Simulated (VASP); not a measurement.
# Cu3O2 (I4/mmm) in VASP: further runs

The runs below take Cu3O2 through single point, with PBE.

Program: VASP 6.6.1. These are calculated values, not measurements. Logs are shortened: lines on timing, memory, paths and dates and some standing lists are left out, and cuts for length are marked.

### 1 The cell of the first run

Symmetry: I4/mmm, No. 139, tetragonal system. Conventional cell: a = 4.067 Å, b = 4.067 Å, c = 6.754 Å, α = 90.00°, β = 90.00°, γ = 90.00°. Within 2.2 Å of Cu (site symmetry -4m2) lie 2 O at 1.69 Å. Cu (site symmetry 4/mmm) has 4 O at 2.03 Å and 8 Cu at 2.64 Å within 2.7 Å. Within 2.2 Å of O (site symmetry mmm) lie 4 Cu at 1.69 to 2.03 Å.

### 2 Single point, PBE

File INCAR:

```
SYSTEM = Cu3O2
ALGO     = Normal         ! electronic algorithm
EDIFF    = 1E-7           ! SCF threshold, eV
ENCUT    = 520            ! plane-wave cutoff, eV
GGA      = PE             ! functional
ISIF     = 2              ! what is computed and relaxed
ISMEAR   = 0              ! smearing method
LASPH    = .TRUE.         ! aspherical terms in the spheres
LCHARG   = .FALSE.        ! write CHGCAR
LREAL    = .FALSE.        ! projectors in reciprocal space
LWAVE    = .FALSE.        ! write WAVECAR
NBANDS   = 30             ! bands
NELM     = 80             ! most SCF steps
PREC     = Accurate       ! precision mode
SIGMA    = 0.15           ! smearing width, eV
```

File KPOINTS:

```
k-points
0
G
  14 14 14
  0 0 0
```

File POSCAR:

```
Cu3O2
1.0
   -2.0333354225      2.0333354225      3.3770500000
    2.0333354225     -2.0333354225      3.3770500000
    2.0333354225      2.0333354225     -3.3770500000
Cu O
3 2
Direct
    0.2500000000      0.7500000000      0.5000000000
    0.7500000000      0.2500000000      0.5000000000
    0.0000000000      0.0000000000      0.0000000000
    0.0000000000      0.5000000000      0.5000000000
    0.5000000000      0.0000000000      0.5000000000
```

Potentials or basis: VASP PAW PBE potentials, release 64 (Cu, O).

Command:

```
$ cat potpaw_PBE.64/Cu/POTCAR potpaw_PBE.64/O/POTCAR > POTCAR
$ mpirun -np 1 vasp_std > vasp.out
```

OUTCAR:

```text
SYSTEM = Cu3O2
   EDIFF = 1E-7
   ENCUT = 520
   GGA = PE
   ISIF = 2
   ISMEAR = 0
   LASPH = .TRUE.
   LREAL = .FALSE.
   NELM = 80
   PREC = Accurate

 ion  position               nearest neighbor table
   1  0.250  0.750  0.500-   4 1.69   5 1.69   3 2.64   3 2.64   3 2.64   3 2.64
   2  0.750  0.250  0.500-   4 1.69   5 1.69   3 2.64   3 2.64   3 2.64   3 2.64
   3  0.000  0.000  0.000-   4 2.03   5 2.03   4 2.03   5 2.03   2 2.64   2 2.64   1 2.64   1 2.64
                             1 2.64   2 2.64   1 2.64   2 2.64
   4  0.000  0.500  0.500-   1 1.69   2 1.69   3 2.03   3 2.03
   5  0.500  0.000  0.500-   1 1.69   2 1.69   3 2.03   3 2.03

  LATTYP: Found a body centered tetragonal cell.
 ALAT       =     4.0666708450
 C/A-ratio  =     1.6608425558

  Lattice vectors:

 A1 = (  -2.0333354225,   2.0333354225,   3.3770500000)
 A2 = (   2.0333354225,  -2.0333354225,   3.3770500000)
 A3 = (   2.0333354225,   2.0333354225,  -3.3770500000)

Analysis of symmetry for initial positions (statically):
=====================================================================
 Subroutine PRICEL returns:
 Original cell was already a primitive cell.

 Routine SETGRP: Setting up the symmetry group for a
 body centered tetragonal supercell.

 Subroutine GETGRP returns: Found 16 space group operations
 (whereof 16 operations were pure point group operations)
 out of a pool of 16 trial point group operations.

The static configuration has the point symmetry D_4h.

Analysis of symmetry for dynamics (positions and initial velocities):
=====================================================================
 Subroutine PRICEL returns:
 Original cell was already a primitive cell.

 Routine SETGRP: Setting up the symmetry group for a
 body centered tetragonal supercell.

 Subroutine GETGRP returns: Found 16 space group operations
 (whereof 16 operations were pure point group operations)
 out of a pool of 16 trial point group operations.

The dynamic configuration has the point symmetry D_4h.

 Subroutine INISYM returns: Found 16 space group operations
 (whereof 16 operations are pure point group operations),
 and found     1 'primitive' translations

----------------------------------------------------------------------------------------

                                     Primitive cell

  volume of cell :      55.8490

  direct lattice vectors                    reciprocal lattice vectors
    -2.033335422  2.033335422  3.377050000     0.000000000  0.245901387  0.148058216
     2.033335422 -2.033335422  3.377050000     0.245901387  0.000000000  0.148058216
     2.033335422  2.033335422 -3.377050000     0.245901387  0.245901387  0.000000000

  length of vectors
     4.435467572  4.435467572  4.435467572     0.287034366  0.287034366  0.347757076

  position of ions in fractional coordinates (direct lattice)
     0.250000000  0.750000000  0.500000000
     0.750000000  0.250000000  0.500000000
     0.000000000  0.000000000  0.000000000
     0.000000000  0.500000000  0.500000000
     0.500000000  0.000000000  0.500000000

  ion indices of the primitive-cell ions
   primitive index   ion index
                 1           1
                 2           2
                 3           3
                 4           4
                 5           5

----------------------------------------------------------------------------------------

 KPOINTS: k-points

Automatic generation of k-mesh.
 Grid dimensions read from file:
 generate k-points for:   14   14   14

 Generating k-lattice:

  Cartesian coordinates                     Fractional coordinates (reciprocal lattice)
     0.000000000  0.017564385  0.010575587     0.071428571 -0.000000000  0.000000000
     0.017564385  0.000000000  0.010575587    -0.000000000  0.071428571  0.000000000
     0.017564385  0.017564385  0.000000000     0.000000000  0.000000000  0.071428571

  Length of vectors
     0.020502455  0.020502455  0.024839791

  Shift w.r.t. Gamma in fractional coordinates (k-lattice)
     0.000000000  0.000000000  0.000000000

 Subroutine IBZKPT returns following result:
 ===========================================

 Found    244 irreducible k-points:

 Following reciprocal coordinates:
            Coordinates               Weight
  0.000000  0.000000  0.000000      1.000000
  0.071429  0.000000  0.000000      8.000000
  0.142857 -0.000000  0.000000      8.000000
  0.214286 -0.000000  0.000000      8.000000
  0.285714 -0.000000  0.000000      8.000000
  0.357143 -0.000000  0.000000      8.000000
[... 16 lines left out ...]
  0.214286  0.142857  0.000000     16.000000
  0.285714  0.142857  0.000000     16.000000
 [... further k-points ...]
   k-points           NKPTS =    244   k-points in BZ     NKDIM =    244   number of bands    NBANDS=     30
   number of dos      NEDOS =    301   number of ions     NIONS =      5
   total plane-waves  NPLWV =  46656
   dimension x,y,z NGX =    36 NGY =   36 NGZ =   36
   dimension x,y,z NGXF=    72 NGYF=   72 NGZF=   72
   ions per type =               3   2
   NGX,Y,Z   is equivalent  to a cutoff of  13.49, 13.49, 13.49 a.u.
   NGXF,Y,Z  is equivalent  to a cutoff of  26.99, 26.99, 26.99 a.u.
 SYSTEM =  Cu3O2
   PREC   = accura    normal or accurate (medium, high low for compatibility)
   ISTART =      0    job   : 0-new  1-cont  2-samecut
   ICHARG =      2    charge: 1-file 2-atom 10-const
   ISPIN  =      1    spin polarized calculation?
   LNONCOLLINEAR =      F non collinear calculations
   LSORBIT =      F    spin-orbit coupling
   LASPH  =      T    aspherical Exc in radial PAW
   ENCUT  =  520.0 eV  38.22 Ry    6.18 a.u.   8.25  8.25  8.25*2*pi/ulx,y,z
   NELM   =     80;   NELMIN=  2; NELMDL= -5     # of ELM steps
   EDIFF  = 0.1E-06   stopping-criterion for ELM
   LREAL  =      F    real-space projection
   EDIFFG = 0.1E-05   stopping-criterion for IOM
   NSW    =      0    number of steps for IOM
   IBRION =     -1    ionic relax: 0-MD 1-quasi-New 2-CG
   NFREE  =      0    steps in history (QN), initial steepest desc. (CG)
   ISIF   =      2    stress and relaxation
   ISYM   =      2    0-nonsym 1-usesym 2-fastsym
   POTIM  = 0.5000    time-step for ionic-motion
   TEBEG  =    0.0;   TEEND  =   0.0 temperature during run
   PSTRESS=    0.0 pullay stress
   NELECT =      45.0000    total number of electrons
   NUPDOWN=      -1.0000    fix difference up-down
   EMIN   =  10.00;   EMAX   =-10.00  energy-range for DOS
   EFERMI =   0.00;   METHOD = LEGACY
   ISMEAR =     0;   SIGMA  =   0.15  broadening in eV -4-tet -1-fermi 0-gaus
   EFERMI_NEDOS =   21; number of points for ismear=-14 and -15
   IALGO  =     38    algorithm
   IMIX   =      4    mixing-type and parameters
     AMIX     =   0.40;   BMIX     =  1.00
     AMIX_MAG =   1.60;   BMIX_MAG =  1.00
  volume/ion in A,a.u.               =      11.17        75.38
  Fermi-wavevector in a.u.,A,eV,Ry     =   1.523376  2.878764 31.574700  2.320675
  Thomas-Fermi vector in A             =   2.631828
   LORBIT       =      0    0 simple, 1 ext, 2 COOP (PROOUT), +10 PAW based schemes
   GGA     = PE    functional components
   LHFCALC =     F    Hartree Fock is set to
   AEXX    =    0.0000 exact exchange contribution
   IVDW    =     0    specifies the selected vdW correction
   LEPSILON=     F    determine dielectric tensor
   LRPA    =     F    only Hartree local field effects (RPA)
 non-spin polarized calculation
 Gauss-broadening in eV      SIGMA  =   0.15
  energy-cutoff  :      520.00
  volume of cell :       55.85
 maximum number of plane-waves:      1525
 NGX is ok and might be reduce to    36
   NGX = 17   NGY = 17   NGZ = 17

 number of electron      44.9999999 magnetization

 Free energy of the ion-electron system (eV)
  ---------------------------------------------------
  ext. energy  EPLUGINS =         0.00000000
  ---------------------------------------------------
  free energy    TOTEN  =       -21.83324986 eV

  energy without entropy =      -21.80511380  energy(sigma->0) =      -21.81918183

 E-fermi :   5.3718     XC(G=0): -11.5202

 val. band max:        5.3680472126   @ k =  -0.2143   0.5000   0.0714
 cond. band min:       5.3730084243   @ k =  -0.2143   0.1429   0.0000
 fundamental gap:      0.0049612117
 Fermi energy:         5.3718403587

 k-point     1 :       0.0000    0.0000    0.0000
  band No.  band energies     occupation
      1     -14.9115      2.00000
      2     -13.4259      2.00000
      3      -2.8806      2.00000
      4      -1.3115      2.00000
      5      -1.3115      2.00000
      6      -0.1772      2.00000
[... 22 lines left out ...]
     29      16.9731      0.00000
     30      17.2814      0.00000

 k-point     2 :       0.0714    0.0000    0.0000
  band No.  band energies     occupation
      1     -14.8915      2.00000
      2     -13.4423      2.00000
      3      -2.8572      2.00000
      4      -1.3370      2.00000
      5      -1.2905      2.00000
      6      -0.2399      2.00000
[... 22 lines left out ...]
     29      16.6020      0.00000
     30      17.7380      0.00000

 k-point     3 :       0.1429   -0.0000    0.0000
  band No.  band energies     occupation
      1     -14.8322      2.00000
      2     -13.4912      2.00000
      3      -2.7877      2.00000
      4      -1.4102      2.00000
      5      -1.2283      2.00000
      6      -0.4113      2.00000
[... 22 lines left out ...]
     29      16.2756      0.00000
     30      17.2099      0.00000

 k-point     4 :       0.2143   -0.0000    0.0000
  band No.  band energies     occupation
      1     -14.7375      2.00000
      2     -13.5708      2.00000
      3      -2.6741      2.00000
      4      -1.5199      2.00000
      5      -1.1272      2.00000
      6      -0.6575      2.00000
[... 616 lines left out ...]
     29      15.8643      0.00000
     30      16.5505      0.00000

 k-point    23 :       0.2143    0.1429    0.0000
  band No.  band energies     occupation
      1     -14.5829      2.00000
      2     -13.7166      2.00000
      3      -2.2277      2.00000
      4      -1.5919      2.00000
      5      -1.3238      2.00000
      6      -1.0006      2.00000
[... 22 lines left out ...]
     29      15.6539      0.00000
     30      16.8809      0.00000

 k-point    24 :       0.2857    0.1429    0.0000
  band No.  band energies     occupation
      1     -14.4437      2.00000
      2     -13.8337      2.00000
      3      -1.9819      2.00000
      4      -1.7321      2.00000
      5      -1.6454      2.00000
      6      -0.8950      2.00000
[... 22 lines left out ...]
     29      15.5380      0.00000
     30      16.9083      0.00000

 [... further k-points ...]

------------------------ aborting loop because EDIFF is reached ----------------------------------------

  FORCE on cell =-STRESS in cart. coord.  units (eV):
  Direction    XX          YY          ZZ          XY          YZ          ZX
  --------------------------------------------------------------------------------------
  -------------------------------------------------------------------------------------
  Total        2.7858168      2.7858168     22.6138029      0.0000000      0.0000000      0.0000000
  in kB       79.9185505     79.9185505    648.7369739      0.0000000      0.0000000      0.0000000
  external PRESSURE =     269.5246916 kB  Pullay stress =       0.0000000 kB

 VOLUME and BASIS-vectors are now :
 -----------------------------------------------------------------------------
  energy-cutoff  :      520.00
  volume of cell :       55.85
      direct lattice vectors                 reciprocal lattice vectors
    -2.033335422  2.033335422  3.377050000     0.000000000  0.245901387  0.148058216
     2.033335422 -2.033335422  3.377050000     0.245901387  0.000000000  0.148058216
     2.033335422  2.033335422 -3.377050000     0.245901387  0.245901387  0.000000000

 POSITION                                       TOTAL-FORCE (eV/Angst)
 -----------------------------------------------------------------------------------
      2.03334      0.00000      1.68853         0.000000     -0.000000     -0.000000
      0.00000      2.03334      1.68853        -0.000000      0.000000     -0.000000
      0.00000      0.00000      0.00000        -0.000000     -0.000000      0.000000
      2.03334      0.00000      0.00000        -0.000000     -0.000000      0.000000
      0.00000      2.03334      0.00000        -0.000000     -0.000000      0.000000
 -----------------------------------------------------------------------------------
    total drift:                                0.000000      0.000000      0.000000

  FREE ENERGIE OF THE ION-ELECTRON SYSTEM (eV)
  ---------------------------------------------------
  free  energy   TOTEN  =       -21.8332498589 eV

  energy  without entropy=      -21.8051137950  energy(sigma->0) =      -21.81918183
```

Wall time 4.5 min (1 thread of Intel Xeon 6975P-C (Granite Rapids), shared host); peak memory 0.44 GiB.

Results:

```yaml
Free_energy: -21.8332 eV
Pressure: 27.0 GPa
Band_gap_on_the_k_mesh: zero (an odd number of electrons rules out a gap without spin polarisation)
```

Stress tensor (GPa, compression positive):
```
 7.99  0.00  0.00
 0.00  7.99  0.00
 0.00  0.00 64.87
```

Levels at points of the mesh, in eV from the Fermi level:
| k point | band 20 | band 21 | band 22 | band 23 | band 24 | band 25 | band 26 | band 27 |
| --- | --- | --- | --- | --- | --- | --- | --- | --- |
| (0.00, 0.00, 0.00) | -1.86 | -0.66 | -0.66 | 0.40 | 1.16 | 5.17 | 5.17 | 7.30 |
| (0.50, 0.00, 0.00) | -1.43 | -1.02 | -0.73 | -0.18 | 3.45 | 3.73 | 7.97 | 8.62 |
| (0.50, 0.50, 0.00) | -0.71 | -0.41 | -0.28 | 0.38 | 1.04 | 3.79 | 4.36 | 8.98 |
| (0.50, 0.50, 0.50) | -1.94 | -1.32 | -0.19 | -0.19 | 3.19 | 5.72 | 6.48 | 6.48 |

Caveat: the stress differs along the axes, from 8 to 65 GPa. With open d or f shells a metallic result of PBE can be an artefact of self-interaction; +U or a hybrid may open a gap.

### 3 Single point, PBE

This run uses another cell than the first one, of 12.03 Å³/atom.

File INCAR:

```
PREC = Accurate
ENCUT = 520
EDIFF = 1E-6
ISMEAR = 0
SIGMA = 0.15
LREAL = False
LASPH = True
NELM = 60
ALGO = Normal
ISIF = 2
LWAVE = False
LCHARG = False
GGA = PE
NBANDS = 30
```

File KPOINTS:

```
Automatic mesh
0
Gamma
  14 14 14
```

POSCAR: that of step 2 with these lines changed.

```diff
@@ -2,5 +2,5 @@
 1.0
-   -2.0333354225      2.0333354225      3.3770500000
-    2.0333354225     -2.0333354225      3.3770500000
-    2.0333354225      2.0333354225     -3.3770500000
+   -1.9723500000      1.9723500000      3.8665000000
+    1.9723500000     -1.9723500000      3.8665000000
+    1.9723500000      1.9723500000     -3.8665000000
 Cu O
```

Potentials or basis: VASP PAW PBE potentials, release 64 (Cu, O).

Command:

```
$ cat potpaw_PBE.64/Cu/POTCAR potpaw_PBE.64/O/POTCAR > POTCAR
$ mpirun -np 1 vasp_std > vasp.out
```

OUTCAR:

```text
PREC = Accurate
   ENCUT = 520
   EDIFF = 1E-6
   ISMEAR = 0
   LREAL = False
   LASPH = True
   NELM = 60
   ISIF = 2
   GGA = PE

 ion  position               nearest neighbor table
   1  0.250  0.750  0.500-   4 1.93   5 1.93   3 2.76   3 2.76   3 2.76   3 2.76   2 2.79   2 2.79
                             2 2.79   2 2.79
   2  0.750  0.250  0.500-   4 1.93   5 1.93   3 2.76   3 2.76   3 2.76   3 2.76   1 2.79   1 2.79
                             1 2.79   1 2.79
   3  0.000  0.000  0.000-   4 1.97   5 1.97   4 1.97   5 1.97   2 2.76   1 2.76   1 2.76   2 2.76
                             2 2.76   1 2.76   1 2.76   2 2.76
   4  0.000  0.500  0.500-   1 1.93   2 1.93   3 1.97   3 1.97
   5  0.500  0.000  0.500-   1 1.93   2 1.93   3 1.97   3 1.97

  LATTYP: Found a body centered tetragonal cell.
 ALAT       =     3.9447000000
 C/A-ratio  =     1.9603518645

  Lattice vectors:

 A1 = (  -1.9723500000,   1.9723500000,   3.8665000000)
 A2 = (   1.9723500000,  -1.9723500000,   3.8665000000)
 A3 = (   1.9723500000,   1.9723500000,  -3.8665000000)

Analysis of symmetry for initial positions (statically):
=====================================================================
[... 182 lines left out ...]
 fundamental gap:      0.0076351615
 Fermi energy:         4.3418861480

 k-point     1 :       0.0000    0.0000    0.0000
  band No.  band energies     occupation
      1     -14.5365      2.00000
      2     -13.2892      2.00000
      3      -1.4169      2.00000
      4      -0.8883      2.00000
      5      -0.8883      2.00000
      6      -0.5625      2.00000
[... 781 lines left out ...]
     29      14.5567      0.00000
     30      15.6682      0.00000

 [... further k-points ...]

------------------------ aborting loop because EDIFF is reached ----------------------------------------

  FORCE on cell =-STRESS in cart. coord.  units (eV):
  Direction    XX          YY          ZZ          XY          YZ          ZX
  --------------------------------------------------------------------------------------
  -------------------------------------------------------------------------------------
  Total        1.0853666      1.0853666     -5.8059822      0.0000000      0.0000000      0.0000000
  in kB       28.9028754     28.9028754   -154.6109717      0.0000000      0.0000000      0.0000000
  external PRESSURE =     -32.2684070 kB  Pullay stress =       0.0000000 kB

 VOLUME and BASIS-vectors are now :
 -----------------------------------------------------------------------------
  energy-cutoff  :      520.00
  volume of cell :       60.17
      direct lattice vectors                 reciprocal lattice vectors
    -1.972350000  1.972350000  3.866500000     0.000000000  0.253504703  0.129315919
     1.972350000 -1.972350000  3.866500000     0.253504703  0.000000000  0.129315919
     1.972350000  1.972350000 -3.866500000     0.253504703  0.253504703  0.000000000

 POSITION                                       TOTAL-FORCE (eV/Angst)
 -----------------------------------------------------------------------------------
      1.97235      0.00000      1.93325         0.000000     -0.000000      0.000000
      0.00000      1.97235      1.93325         0.000000      0.000000      0.000000
      0.00000      0.00000      0.00000        -0.000000     -0.000000     -0.000000
      1.97235      0.00000      0.00000        -0.000000     -0.000000     -0.000000
      0.00000      1.97235      0.00000        -0.000000     -0.000000     -0.000000
 -----------------------------------------------------------------------------------
    total drift:                               -0.000000      0.000000      0.000000

  FREE ENERGIE OF THE ION-ELECTRON SYSTEM (eV)
  ---------------------------------------------------
  free  energy   TOTEN  =       -22.5258943108 eV

  energy  without entropy=      -22.5068592223  energy(sigma->0) =      -22.51637677
```

Run time: 4 min. Hardware: 1 thread of Intel Xeon 6975P-C (Granite Rapids), shared host; peak memory 0.47 GiB.

What came out:

```
Free energy            : -22.5259 eV
Pressure               : -3.2 GPa
Band gap on the k mesh : zero (an odd number of electrons rules out a gap without spin polarisation)
```

Stress tensor (GPa, compression positive):
```
  2.89   0.00   0.00
  0.00   2.89   0.00
  0.00   0.00 -15.46
```

Caveat: the stress differs along the axes, from -15 to 3 GPa.

(Part 1 of 2 ends here.)
